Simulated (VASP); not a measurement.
Set up this calculation in VASP 6.6.1, as the native input.

```
Task                   : single point
Functional             : r2SCAN
Potentials or basis    : VASP PAW PBE potentials, release 64 (Si, O)
Cutoff                 : 520 eV
k mesh                 : 4 × 4 × 4
Occupations            : gaussian, width 0.01 eV
Spin                   : no spin polarisation
Dipole correction      : no
Further INCAR settings : ALGO = Normal; EDIFF = 1e-06; NBANDS = 44
```

Crystal: SiO2.

```
Si O
1.0
     4.92887    0.00000    0.00000
     0.00000    4.92887    0.00000
     0.00000    0.00000    6.84503
Si O
4 8
Cartesian
  1.4908 1.4908 0.0000
  0.9737 3.9552 1.7113
  3.4381 3.4381 3.4225
  3.9552 0.9737 5.1338
  1.1739 0.5386 1.2421
  1.9259 3.6383 2.9533
  3.7550 4.3903 4.6646
  3.0030 1.2905 6.3758
  3.6383 1.9259 3.8917
  4.3903 3.7550 2.1805
  1.2905 3.0030 0.4692
  0.5386 1.1739 5.6030
```

One way to write it, as run:

POSCAR

```
SiO2
1.0
    4.9288719629      0.0000000000      0.0000000000
    0.0000000000      4.9288719629      0.0000000000
    0.0000000000      0.0000000000      6.8450264160
Si O
4 8
Direct
    0.3024588131      0.3024588131      0.0000000000
    0.1975411869      0.8024588131      0.2500000000
    0.6975411869      0.6975411869      0.5000000000
    0.8024588131      0.1975411869      0.7500000000
    0.2381684589      0.1092706349      0.1814546508
    0.3907293651      0.7381684589      0.4314546508
    0.7618315411      0.8907293651      0.6814546508
    0.6092706349      0.2618315411      0.9314546508
    0.7381684589      0.3907293651      0.5685453492
    0.8907293651      0.7618315411      0.3185453492
    0.2618315411      0.6092706349      0.0685453492
    0.1092706349      0.2381684589      0.8185453492
```

INCAR.step1

```
SYSTEM = SiO2
PREC     = Accurate       ! precision mode
ENCUT    = 520            ! plane-wave cutoff, eV
ISMEAR   = 0              ! smearing method
SIGMA    = 0.01           ! smearing width, eV
LREAL    = .False.        ! projectors in reciprocal space
LASPH    = .True.         ! aspherical terms in the spheres
NELM     = 100            ! most SCF steps
NBANDS   = 44             ! bands
GGA      = PE             ! functional
ALGO     = Normal         ! electronic algorithm
EDIFF    = 1E-4           ! SCF threshold, eV
LWAVE    = .True.         ! write WAVECAR
LCHARG   = .False.        ! write CHGCAR
```

INCAR.step2

```
SYSTEM = SiO2
PREC     = Accurate       ! precision mode
ENCUT    = 520            ! plane-wave cutoff, eV
EDIFF    = 1E-6           ! SCF threshold, eV
ISMEAR   = 0              ! smearing method
SIGMA    = 0.01           ! smearing width, eV
LREAL    = .False.        ! projectors in reciprocal space
LASPH    = .True.         ! aspherical terms in the spheres
NELM     = 100            ! most SCF steps
ALGO     = Normal         ! electronic algorithm
ISIF     = 2              ! what is computed and relaxed
LWAVE    = .False.        ! write WAVECAR
LCHARG   = .False.        ! write CHGCAR
METAGGA  = R2SCAN         ! meta-GGA
LMIXTAU  = .True.       
NBANDS   = 44             ! bands
ISTART   = 1
```

KPOINTS

```
Automatic mesh
0
Gamma
  4 4 4
  0 0 0
```

Potentials or basis: VASP PAW PBE potentials, release 64 (Si, O).

The run is started by

```bash
$ cat potpaw_PBE.64/Si/POTCAR potpaw_PBE.64/O/POTCAR > POTCAR
$ cp INCAR.step1 INCAR
$ mpirun -np 1 vasp_std > vasp.out
$ cp INCAR.step2 INCAR
$ mpirun -np 1 vasp_std > vasp.out
```

Results of the run:

```yaml
Pressure: 6.0 GPa
Largest_force: 0.358 eV/Å
Band_gap_on_the_k_mesh: 6.51 eV
```

Caveat: the cell stands under pressure; the PAW data sets were made with another functional, which shifts forces and pressure a little.

Wall time 12 min on 1 thread of Intel(R) Xeon(R) Platinum 8488C (Sapphire Rapids), with other jobs on the host, peak memory 0.35 GiB.
